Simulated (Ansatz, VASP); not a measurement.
## One calculation of Pd, two programs

INCAR

```
PREC = Accurate
ENCUT = 520
EDIFF = 1E-6
ISMEAR = -1
SIGMA = 0.1
LREAL = F
LASPH = T
NELM = 80
ALGO = Normal
ISIF = 2
LWAVE = F
LCHARG = T
GGA = CA
LELF = T
LVHAR = T
NBANDS = 11
```

File KPOINTS:

```
regular mesh
0
Gamma
  17 17 17
```

File POSCAR:

```
Pd
1.0
    0.0000000000      1.6889757917      1.6889757917
    1.6889757917      0.0000000000      1.6889757917
    1.6889757917      1.6889757917      0.0000000000
Pd
1
Direct
    0.0000000000      0.0000000000      0.0000000000
```

Input for Ansatz:

```yaml
crystal:
  lattice:
    - [0.0, 1.6889757917, 1.6889757917]
    - [1.6889757917, 0.0, 1.6889757917]
    - [1.6889757917, 1.6889757917, 0.0]
  atoms:
    - { symbol: Pd, position: [0.0, 0.0, 0.0] }
kpoints:
  mp_grid: { grid: [17, 17, 17] }
scf:
  occupations: { method: fermi_dirac, width: 0.1 }
hamiltonian:
  xc: lda
  pseudopotentials: { kind: all_electron, lapw: { basis_error: 0.001 } }
output:
  forces: true
  stress: true
  eigenvalues: true
  populations: true
```

Change from the starting cell: volume scaled by 0.68, LAPW.

Alike in both runs: task single point; functional LDA; k mesh 17 × 17 × 17; occupations fermi-dirac, width 0.1 eV; no spin polarisation.

|  | VASP | Ansatz |
| --- | --- | --- |
| version | VASP 6.6.1 | Ansatz 0.2.0 |
| potentials or method | VASP PAW LDA potentials, release 64 (Pd), cutoff 520 eV | all-electron LAPW, scalar-relativistic |

Ansatz gave:

- pressure (GPa): 238.3

Question: Which values does VASP return?

Answer: Pressure (GPa): 240.4.

LDA's correlation is that of Perdew and Zunger in VASP and of Perdew and Wang (1992) in Ansatz. Both programs put the cell under a high pressure, so it lies far from rest at this level. Ansatz ran all-electron here, and VASP with PAW potentials.

Noted on VASP's run: the cell as given lies far from equilibrium.
